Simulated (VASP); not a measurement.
Set up this calculation in VASP 6.6.1, as the native input.

```yaml
Task: single point
Functional: PBE
Potentials_or_basis: VASP PAW PBE potentials, release 64 (Cr_pv)
Cutoff: 520 eV
k_mesh: 10 × 10 × 10
Occupations: fermi-dirac, width 0.05 eV
Spin: collinear spin, zero start
Starting_moments: "[0.0] μB"
Fixed_moment: 0 μB
Dipole_correction: no
Further_INCAR_settings: ALGO = Normal; EDIFF = 1e-06; NBANDS = 16
```

The structure of Cr lies in POSCAR:

```
Cr
1.0
   -0.0174283700      1.8156326700      1.8106573700
    1.8310089900     -0.0170405700      1.8102695700
    1.8558983200      1.8401342100     -0.0419299100
Cr
1
Direct
    0.0000000000      0.0000000000      0.0000000000
```

One way to write it, as run:

INCAR

```
  PREC = Accurate
  ENCUT = 520
  EDIFF = 1E-6
  ISMEAR = -1
  SIGMA = 0.05
  LREAL = F
  LASPH = T
  NELM = 150
  ALGO = Normal
  ISIF = 2
  LWAVE = F
  LCHARG = F
  ISPIN = 2
  MAGMOM = 0
  LORBIT = 11
  NUPDOWN = 0.0
  LMAXMIX = 4
  GGA = PE
  NBANDS = 16
```

KPOINTS

```
regular mesh
0
Gamma
  10 10 10
```

Potentials or basis: VASP PAW PBE potentials, release 64 (Cr_pv).

Run with:

```bash
$ cat potpaw_PBE.64/Cr_pv/POTCAR > POTCAR
$ mpirun -np 1 vasp_std > vasp.out
```

It gave:

* Pressure: -10.5 GPa
* Net moment: 0.00 μB per cell
* Valence electrons inside the program's atomic spheres: Cr 10.92

Caveat: the cell stands under tension; the total moment is fixed, so each spin has its own Fermi level.

It took 3.8 min on 1 thread of Intel Xeon 8259CL, with other jobs on the host, peak memory 0.25 GiB.
